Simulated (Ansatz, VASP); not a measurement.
**NaF: VASP beside Ansatz**

The input INCAR:

```
  ALGO = Normal
  EDIFF = 1E-7
  ENCUT = 520
  GGA = PS
  ISIF = 2
  ISMEAR = 0
  LASPH = T
  LCHARG = F
  LREAL = F
  LWAVE = F
  NBANDS = 14
  NELM = 60
  PREC = Accurate
  SIGMA = 0.05
```

Contents of KPOINTS:

```
k-points
0
Gamma
  8 8 8
```

POSCAR

```
NaF
1.0
    0.0000000000      2.3233000000      2.2536010000
    2.3233000000      0.0000000000      2.2536010000
    2.3233000000      2.3233000000      0.0000000000
Na F
1 1
Direct
    0.0000000000      0.0000000000      0.0000000000
    0.5000000000      0.5000000000      0.5000000000
```

Input for Ansatz:

```yaml
crystal:
  lattice:
    - [0.0, 2.3233, 2.253601]
    - [2.3233, 0.0, 2.253601]
    - [2.3233, 2.3233, 0.0]
  atoms:
    - { symbol: Na, position: [0.0, 0.0, 0.0] }
    - { symbol: F, position: [0.5, 0.5, 0.5] }
basis:
  ecutwfc: 420
kpoints:
  mp_grid: { grid: [8, 8, 8] }
hamiltonian:
  xc: pbesol
scf:
  occupations: { method: gaussian, width: 0.05 }
output:
  forces: true
  stress: true
  eigenvalues: true
```

Change from the starting cell: strain +0.000 along x and y, -0.030 along z, atoms carried along.

Alike in both runs: task single point; functional PBEsol; k mesh 8 × 8 × 8; occupations gaussian, width 0.05 eV; no spin polarisation.

|  | VASP | Ansatz |
| --- | --- | --- |
| version | VASP 6.6.1 | Ansatz 0.2.0 |
| potentials or method | VASP PAW PBE potentials, release 64 (Na_pv, F), cutoff 520 eV | scalar-relativistic, plane waves, PAW |
| valence electrons in the cell | 14 | 16 |

|  | VASP | Ansatz | Ansatz less VASP |
| --- | --- | --- | --- |
| gap on the k mesh at the Fermi level (eV) | 6.28 | 6.30 | +0.021 |
| least direct gap on the mesh (eV) | 6.28 | 6.30 | +0.021 |
| pressure (GPa) | 1.1 | 1.1 | -0.02 |
| traceless stress, the component that is largest in VASP (GPa) | 1.99 | 1.90 | -0.087 |

VASP's potentials were made for PBE, not for PBEsol. VASP's potentials hold 14 valence electrons a cell and Ansatz's 16, so a difference there can come from the potentials and not from the codes.
